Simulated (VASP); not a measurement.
Here is a VASP 6.6.1 calculation.

The input INCAR:

```
SYSTEM = AlNi
ALGO = Normal
EDIFF = 1E-6
ENCUT = 520
GGA = PS
ISIF = 2
ISMEAR = 0
LASPH = .True.
LCHARG = .False.
LREAL = .False.
LWAVE = .False.
NBANDS = 14
NELM = 100
PREC = Accurate
SIGMA = 0.15
```

KPOINTS

```
k-points
0
Gamma
  16 16 16
  0 0 0
```

POSCAR

```
AlNi
1.0
    2.9333689589      0.0000000000      0.0000000000
    0.0000000000      2.9333689589      0.0000000000
    0.0000000000      0.0000000000      2.9333689589
Al Ni
1 1
Direct
    0.0000000000      0.0000000000     -0.0265564957
    0.5000000000      0.5000000000      0.5122081036
```

Potentials or basis: VASP PAW PBE potentials, release 64 (Al, Ni).

The run is started by

```console
$ cat potpaw_PBE.64/Al/POTCAR potpaw_PBE.64/Ni/POTCAR > POTCAR
$ mpirun -np 1 vasp_std > vasp.out
```

(1) Predict the largest force.

(2) Estimate the pressure.

## Answers

(1) 0.522 eV/Å.

(2) -10.0 GPa.

Caveat: the PAW data sets were made with another functional, which shifts forces and pressure a little.
